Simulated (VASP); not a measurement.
# Al2GaSb3 (Cmmm) in VASP: single point with PBE

Aim: the single point of Al2GaSb3 with PBE.

Everything below comes from runs of VASP 6.6.1. Logs are shortened: lines on timing, memory, paths and dates and some standing lists are left out, and cuts for length are marked.

## (1) The cell of the first run

Symmetry: Cmmm, No. 65, orthorhombic system. The conventional cell has a = 6.402 Å, b = 8.763 Å, c = 6.108 Å, α = 90.00°, β = 90.00°, γ = 90.00°. Al (site symmetry 2mm) has 1 Ga at 1.92 Å and 2 Sb at 2.53 Å and 1 Al at 2.56 Å within 2.6 Å. Ga (site symmetry mmm) has 2 Sb at 1.64 Å and 2 Al at 1.92 Å within 2.2 Å. Sb (site symmetry m2m) has 1 Ga at 1.64 Å within 2.2 Å. Within 4.0 Å of Sb (site symmetry mmm) lie 2 Ga at 3.05 Å and 4 Sb at 3.47 Å and 4 Al at 3.61 Å.

The cell was generated, and may not be a known phase.

## (2) Single point, PBE

The input, INCAR:

```
  PREC = Accurate
  ENCUT = 500
  EDIFF = 1E-6
  ISMEAR = 0
  SIGMA = 0.1
  LREAL = F
  LASPH = T
  NELM = 120
  ALGO = Normal
  ISIF = 2
  LWAVE = F
  LCHARG = T
  GGA = PE
  LELF = T
  LVHAR = T
  NBANDS = 41
  GGA_COMPAT = F
```

The input, KPOINTS:

```
regular mesh
0
Gamma
  4 4 4
```

The input, POSCAR:

```
Al2GaSb3
1.0
    3.2011626600     -4.3812772600      0.0000000000
    3.2011626600      4.3812772600      0.0000000000
    0.0000000000      0.0000000000      6.1078365300
Al Ga Sb
2 1 3
Direct
    0.2001827200      0.2001827200      0.5000000000
    0.7998172800      0.7998172800      0.5000000000
    0.5000000000      0.5000000000      0.5000000000
    0.6875991200      0.3124008800      0.5000000000
    0.3124008800      0.6875991200      0.5000000000
    0.5000000000      0.5000000000      0.0000000000
```

Potentials or basis: VASP PAW PBE potentials, release 64 (Al, Ga_d, Sb_d_GW).

On the command line:

```sh
> cat potpaw_PBE.64/Al/POTCAR potpaw_PBE.64/Ga_d/POTCAR potpaw_PBE.64/Sb_d_GW/POTCAR > POTCAR
> mpirun -np 1 vasp_std > vasp.out
```

OUTCAR:

```text
PREC = Accurate
   ENCUT = 500
   EDIFF = 1E-6
   ISMEAR = 0
   LREAL = F
   LASPH = T
   NELM = 120
   ISIF = 2
   GGA = PE

 ion  position               nearest neighbor table
   1  0.200  0.200  0.500-   3 1.92   4 2.53   5 2.53   2 2.56   5 3.02   4 3.02
   2  0.800  0.800  0.500-   3 1.92   4 2.53   5 2.53   1 2.56   5 3.02   4 3.02
   3  0.500  0.500  0.500-   4 1.64   5 1.64   1 1.92   2 1.92   6 3.05   6 3.05
   4  0.688  0.312  0.500-   3 1.64   2 2.53   1 2.53   1 3.02   2 3.02   5 3.29   5 3.38   5 3.38

   5  0.312  0.688  0.500-   3 1.64   2 2.53   1 2.53   1 3.02   2 3.02   4 3.29   4 3.38   4 3.38

   6  0.500  0.500  0.000-   3 3.05   3 3.05

  LATTYP: Found a base centered orthorhombic cell.
 ALAT       =     6.4023253200
 B/A-ratio  =     1.3686518698
 C/A-ratio  =     0.9540028388

  Lattice vectors:

 A1 = (   3.2011626600,  -4.3812772600,   0.0000000000)
 A2 = (   3.2011626600,   4.3812772600,   0.0000000000)
 A3 = (   0.0000000000,   0.0000000000,   6.1078365300)

Analysis of symmetry for initial positions (statically):
=====================================================================
 Subroutine PRICEL returns:
 Original cell was already a primitive cell.

 Routine SETGRP: Setting up the symmetry group for a
 base centered orthorhombic supercell.

 Subroutine GETGRP returns: Found  8 space group operations
 (whereof  8 operations were pure point group operations)
 out of a pool of  8 trial point group operations.

The static configuration has the point symmetry D_2h.

Analysis of symmetry for dynamics (positions and initial velocities):
=====================================================================
 Subroutine PRICEL returns:
 Original cell was already a primitive cell.

 Routine SETGRP: Setting up the symmetry group for a
 base centered orthorhombic supercell.

 Subroutine GETGRP returns: Found  8 space group operations
 (whereof  8 operations were pure point group operations)
 out of a pool of  8 trial point group operations.

The dynamic configuration has the point symmetry D_2h.

 Subroutine INISYM returns: Found  8 space group operations
 (whereof  8 operations are pure point group operations),
 and found     1 'primitive' translations

----------------------------------------------------------------------------------------

                                     Primitive cell

  volume of cell :     171.3270

  direct lattice vectors                    reciprocal lattice vectors
     3.201162660 -4.381277260  0.000000000     0.156193250 -0.114121972  0.000000000
     3.201162660  4.381277260  0.000000000     0.156193250  0.114121972  0.000000000
     0.000000000  0.000000000  6.107836530     0.000000000  0.000000000  0.163724094

  length of vectors
     5.426143456  5.426143456  6.107836530     0.193442901  0.193442901  0.163724094

  position of ions in fractional coordinates (direct lattice)
     0.200182720  0.200182720  0.500000000
     0.799817280  0.799817280  0.500000000
     0.500000000  0.500000000  0.500000000
     0.687599120  0.312400880  0.500000000
     0.312400880  0.687599120  0.500000000
     0.500000000  0.500000000  0.000000000

  ion indices of the primitive-cell ions
   primitive index   ion index
                 1           1
                 2           2
                 3           3
                 4           4
                 5           5
                 6           6

----------------------------------------------------------------------------------------

 KPOINTS: regular mesh

Automatic generation of k-mesh.
 Grid dimensions read from file:
 generate k-points for:    4    4    4

 Generating k-lattice:

  Cartesian coordinates                     Fractional coordinates (reciprocal lattice)
     0.039048313 -0.028530493  0.000000000     0.250000000  0.000000000  0.000000000
     0.039048313  0.028530493  0.000000000     0.000000000  0.250000000  0.000000000
     0.000000000  0.000000000  0.040931023     0.000000000  0.000000000  0.250000000

  Length of vectors
     0.048360725  0.048360725  0.040931023

  Shift w.r.t. Gamma in fractional coordinates (k-lattice)
     0.000000000  0.000000000  0.000000000

 Subroutine IBZKPT returns following result:
 ===========================================

 Found     21 irreducible k-points:

 Following reciprocal coordinates:
            Coordinates               Weight
  0.000000  0.000000  0.000000      1.000000
  0.250000 -0.000000  0.000000      4.000000
  0.500000 -0.000000  0.000000      2.000000
  0.250000  0.250000  0.000000      2.000000
  0.500000  0.250000  0.000000      4.000000
 -0.250000  0.250000  0.000000      2.000000
[... 13 lines left out ...]
 -0.250000  0.250000  0.500000      2.000000
  0.500000  0.500000  0.500000      1.000000
   k-points           NKPTS =     21   k-points in BZ     NKDIM =     21   number of bands    NBANDS=     41
   number of dos      NEDOS =    301   number of ions     NIONS =      6
   total plane-waves  NPLWV =  76800
   dimension x,y,z NGX =    40 NGY =   40 NGZ =   48
   dimension x,y,z NGXF=    80 NGYF=   80 NGZF=   96
   ions per type =               2   1   3
   NGX,Y,Z   is equivalent  to a cutoff of  12.26, 12.26, 13.06 a.u.
   NGXF,Y,Z  is equivalent  to a cutoff of  24.51, 24.51, 26.13 a.u.
 SYSTEM =  unknown system
   PREC   = accura    normal or accurate (medium, high low for compatibility)
   ISTART =      0    job   : 0-new  1-cont  2-samecut
   ICHARG =      2    charge: 1-file 2-atom 10-const
   ISPIN  =      1    spin polarized calculation?
   LNONCOLLINEAR =      F non collinear calculations
   LSORBIT =      F    spin-orbit coupling
   LASPH  =      T    aspherical Exc in radial PAW
   ENCUT  =  500.0 eV  36.75 Ry    6.06 a.u.   9.89  9.89 11.14*2*pi/ulx,y,z
   NELM   =    120;   NELMIN=  2; NELMDL= -5     # of ELM steps
   EDIFF  = 0.1E-05   stopping-criterion for ELM
   LREAL  =      F    real-space projection
   EDIFFG = 0.1E-04   stopping-criterion for IOM
   NSW    =      0    number of steps for IOM
   IBRION =     -1    ionic relax: 0-MD 1-quasi-New 2-CG
   NFREE  =      0    steps in history (QN), initial steepest desc. (CG)
   ISIF   =      2    stress and relaxation
   ISYM   =      2    0-nonsym 1-usesym 2-fastsym
   POTIM  = 0.5000    time-step for ionic-motion
   TEBEG  =    0.0;   TEEND  =   0.0 temperature during run
   PSTRESS=    0.0 pullay stress
   NELECT =      64.0000    total number of electrons
   NUPDOWN=      -1.0000    fix difference up-down
   EMIN   =  10.00;   EMAX   =-10.00  energy-range for DOS
   EFERMI =   0.00;   METHOD = LEGACY
   ISMEAR =     0;   SIGMA  =   0.10  broadening in eV -4-tet -1-fermi 0-gaus
   EFERMI_NEDOS =   21; number of points for ismear=-14 and -15
   IALGO  =     38    algorithm
   IMIX   =      4    mixing-type and parameters
     AMIX     =   0.40;   BMIX     =  1.00
     AMIX_MAG =   1.60;   BMIX_MAG =  1.00
  volume/ion in A,a.u.               =      28.55       192.70
  Fermi-wavevector in a.u.,A,eV,Ry     =   1.179034  2.228051 18.913735  1.390120
  Thomas-Fermi vector in A             =   2.315352
   LORBIT       =      0    0 simple, 1 ext, 2 COOP (PROOUT), +10 PAW based schemes
   GGA     = PE    functional components
   LHFCALC =     F    Hartree Fock is set to
   AEXX    =    0.0000 exact exchange contribution
   IVDW    =     0    specifies the selected vdW correction
   LEPSILON=     F    determine dielectric tensor
   LRPA    =     F    only Hartree local field effects (RPA)
 non-spin polarized calculation
 Gauss-broadening in eV      SIGMA  =   0.10
  energy-cutoff  :      500.00
  volume of cell :      171.33
 maximum number of plane-waves:      4376
   NGX = 19   NGY = 19   NGZ = 23

 number of electron      63.9999975 magnetization

 Free energy of the ion-electron system (eV)
  ---------------------------------------------------
  ext. energy  EPLUGINS =         0.00000000
  ---------------------------------------------------
  free energy    TOTEN  =        14.06890195 eV

  energy without entropy =       14.08769560  energy(sigma->0) =       14.07829878

 E-fermi :   4.2373     XC(G=0):  -8.6247

 val. band max:        4.2368231404   @ k =   0.2500  -0.0000   0.0000
 cond. band min:       4.2517867189   @ k =   0.5000   0.2500   0.2500
 fundamental gap:      0.0149635785
 Fermi energy:         4.2372993400

 k-point     1 :       0.0000    0.0000    0.0000
  band No.  band energies     occupation
      1     -28.4476      2.00000
      2     -27.4592      2.00000
      3     -27.1484      2.00000
      4     -27.1011      2.00000
      5     -26.8596      2.00000
      6     -26.8279      2.00000
[... 33 lines left out ...]
     40       8.5322      0.00000
     41       9.7136      0.00000

 k-point     2 :       0.2500   -0.0000    0.0000
  band No.  band energies     occupation
      1     -28.4473      2.00000
      2     -27.4596      2.00000
      3     -27.1486      2.00000
      4     -27.1010      2.00000
      5     -26.8595      2.00000
      6     -26.8279      2.00000
[... 33 lines left out ...]
     40       9.1645      0.00000
     41       9.7946      0.00000

 k-point     3 :       0.5000   -0.0000    0.0000
  band No.  band energies     occupation
      1     -28.4471      2.00000
      2     -27.4600      2.00000
      3     -27.1490      2.00000
      4     -27.1010      2.00000
      5     -26.8593      2.00000
      6     -26.8280      2.00000
[... 33 lines left out ...]
     40       8.7360      0.00000
     41       9.3489      0.00000

 k-point     4 :       0.2500    0.2500    0.0000
  band No.  band energies     occupation
      1     -28.4471      2.00000
      2     -27.4600      2.00000
      3     -27.1487      2.00000
      4     -27.1010      2.00000
      5     -26.8595      2.00000
      6     -26.8280      2.00000
[... 693 lines left out ...]
     40       8.3526      0.00000
     41       9.1401      0.00000

 k-point    20 :      -0.2500    0.2500    0.5000
  band No.  band energies     occupation
      1     -28.4471      2.00000
      2     -27.4599      2.00000
      3     -27.1488      2.00000
      4     -27.1008      2.00000
      5     -26.8592      2.00000
      6     -26.8284      2.00000
[... 33 lines left out ...]
     40       8.5402      0.00000
     41       8.7096      0.00000

 k-point    21 :       0.5000    0.5000    0.5000
  band No.  band energies     occupation
      1     -28.4466      2.00000
      2     -27.4604      2.00000
      3     -27.1492      2.00000
      4     -27.1006      2.00000
      5     -26.8589      2.00000
      6     -26.8285      2.00000
[... 33 lines left out ...]
     40       8.9925      0.00000
     41       9.4824      0.00000

------------------------ aborting loop because EDIFF is reached ----------------------------------------

  FORCE on cell =-STRESS in cart. coord.  units (eV):
  Direction    XX          YY          ZZ          XY          YZ          ZX
  --------------------------------------------------------------------------------------
  -------------------------------------------------------------------------------------
  Total       44.7824493    186.4571235     -2.2781856      0.0000000      0.0000000      0.0000000
  in kB      418.7863755   1743.6675355    -21.3046203      0.0000000      0.0000000      0.0000000
  external PRESSURE =     713.7164302 kB  Pullay stress =       0.0000000 kB

 VOLUME and BASIS-vectors are now :
 -----------------------------------------------------------------------------
  energy-cutoff  :      500.00
  volume of cell :      171.33
      direct lattice vectors                 reciprocal lattice vectors
     3.201162660 -4.381277260  0.000000000     0.156193250 -0.114121972  0.000000000
     3.201162660  4.381277260  0.000000000     0.156193250  0.114121972  0.000000000
     0.000000000  0.000000000  6.107836530     0.000000000  0.000000000  0.163724094

 POSITION                                       TOTAL-FORCE (eV/Angst)
 -----------------------------------------------------------------------------------
      1.28163      0.00000      3.05392       -12.242963      0.000000      0.000000
      5.12069      0.00000      3.05392        12.242963      0.000000     -0.000000
      3.20116      0.00000      3.05392        -0.000000      0.000000      0.000000
      3.20116     -1.64385      3.05392        -0.000000    -53.392986      0.000000
      3.20116      1.64385      3.05392        -0.000000     53.392986     -0.000000
      3.20116      0.00000      0.00000         0.000000      0.000000      0.000000
 -----------------------------------------------------------------------------------
    total drift:                               -0.000000      0.000000     -0.000000

  FREE ENERGIE OF THE ION-ELECTRON SYSTEM (eV)
  ---------------------------------------------------
  free  energy   TOTEN  =        14.0689019513 eV

  energy  without entropy=       14.0876956048  energy(sigma->0) =       14.07829878
```

Wall time 3.6 min (1 thread of Intel Xeon Platinum 8124M at 3.00GHz (Skylake/Cascade Lake), shared host); peak memory 0.35 GiB.

Results:

```yaml
Free_energy: 14.0689 eV
Pressure: 71.4 GPa
Largest_force: 53.393 eV/Å
Band_gap_on_the_k_mesh: zero (bands 32 and 33 overlap by 0.97 eV)
```

Forces on the atoms (eV/Å):
```
Al  -12.243   0.000   0.000
Al   12.243   0.000   0.000
Ga    0.000   0.000   0.000
Sb    0.000 -53.393   0.000
Sb    0.000  53.393   0.000
Sb    0.000   0.000   0.000
```

Caveat: atoms lie so close that the PAW spheres overlap strongly, which falsifies energies and pressures; the stress differs along the axes, from -2 to 174 GPa; spin-orbit coupling is left out, which moves the levels of the heavy elements; forces of over 1 eV/Å act on the atoms, so gaps and moduli don't describe the material at rest.
